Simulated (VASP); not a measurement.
# Ge2Sb2Te: single point with PBE

The system is Ge2Sb2Te.

```
Ge Sb Te
1.0
     4.03702    0.00000    0.00000
     0.00000    4.03702    0.00000
     0.00000    0.00000    9.08628
Ge Sb Te
2 2 1
Direct
  0.00000 0.00000 0.63839
  0.00000 0.00000 0.36161
  0.50000 0.50000 0.67778
  0.50000 0.50000 0.32222
  0.50000 0.50000 0.00000
```

```
Program             : VASP 6.6.1
Task                : single point
Functional          : PBE
Potentials or basis : VASP PAW PBE potentials, release 64 (Ge_d, Sb, Te)
Cutoff              : 500 eV
k mesh              : 4 × 4 × 3
Occupations         : gaussian, width 0.2 eV
Spin                : no spin polarisation
```

```json
{"Pressure": "-0.4 GPa", "Largest force": "0.039 eV/Å", "Band gap on the k mesh": "zero (band 22 reaches 5.86 eV, above the bottom of band 23 at 3.95 eV)"}
```

Forces on the atoms (eV/Å):
```
Ge   0.000  0.000  0.039
Ge   0.000  0.000 -0.039
Sb   0.000  0.000 -0.015
Sb   0.000  0.000  0.015
Te   0.000  0.000  0.000
```

Stress tensor (GPa, compression positive):
```
-0.66  0.00  0.00
 0.00 -0.66  0.00
 0.00  0.00  0.01
```

Levels at points of the mesh, in eV from the Fermi level:
| k point | band 17 | band 18 | band 19 | band 20 | band 21 | band 22 | band 23 | band 24 | band 25 | band 26 |
| --- | --- | --- | --- | --- | --- | --- | --- | --- | --- | --- |
| (0.00, 0.00, 0.00) | -2.71 | -2.71 | -2.10 | -1.42 | -1.42 | 0.04 | 0.04 | 1.04 | 3.04 | 3.32 |
| (0.50, 0.00, 0.00) | -2.82 | -2.00 | -1.17 | -0.67 | 0.01 | 0.63 | 0.83 | 0.93 | 1.07 | 1.61 |
| (0.50, 0.50, 0.00) | -5.33 | -4.00 | -4.00 | -2.16 | -2.02 | -2.02 | -1.28 | -0.97 | 3.94 | 3.94 |

Wall time 41 s on 1 thread of Intel Xeon 6975P-C (shared host), peak memory 0.26 GiB.

Caveat: the k points lie up to 0.39 Å⁻¹ apart; spin-orbit coupling is left out, which moves the levels of the heavy elements.
